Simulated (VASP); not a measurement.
Sb: single point with PBE

Crystal: Sb.

```xyz
1
Lattice="-1.4949 1.4949 1.4949 1.4949 -1.4949 1.4949 1.4949 1.4949 -1.4949" Properties=species:S:1:pos:R:3 pbc="T T T"
Sb    0.0000    0.0000    0.0000
```

```json
{
 "Program": "VASP 6.6.1",
 "Task": "single point",
 "Functional": "PBE",
 "Potentials or basis": "VASP PAW PBE potentials, release 64 (Sb)",
 "Cutoff": "520 eV",
 "k mesh": "18 × 18 × 18",
 "Occupations": "fermi-dirac, width 0.1 eV",
 "Spin": "no spin polarisation",
 "Dipole correction": "no",
 "Further INCAR settings": "ALGO = Normal; EDIFF = 1e-06; NBANDS = 8"
}
```

The pressure is 225.6 GPa.

Levels at points of the mesh, in eV from the Fermi level:
```tsv
k point	band 1	band 2	band 3	band 4	band 5	band 6	band 7	band 8
(0.00, 0.00, 0.00)	-21.24	10.80	10.80	10.80	13.32	13.32	13.32	13.34
(0.50, 0.00, 0.00)	-11.92	-11.26	3.35	4.39	7.93	9.78	17.68	18.50
(0.50, 0.50, 0.50)	-4.60	-4.60	-4.60	-0.61	1.12	1.12	19.76	21.08
```

Wall time 31 s on 1 thread of Intel Xeon 8259CL, with other jobs on the host, peak memory 0.14 GiB.

Caveat: spin-orbit coupling is left out, which moves the levels of the heavy elements.
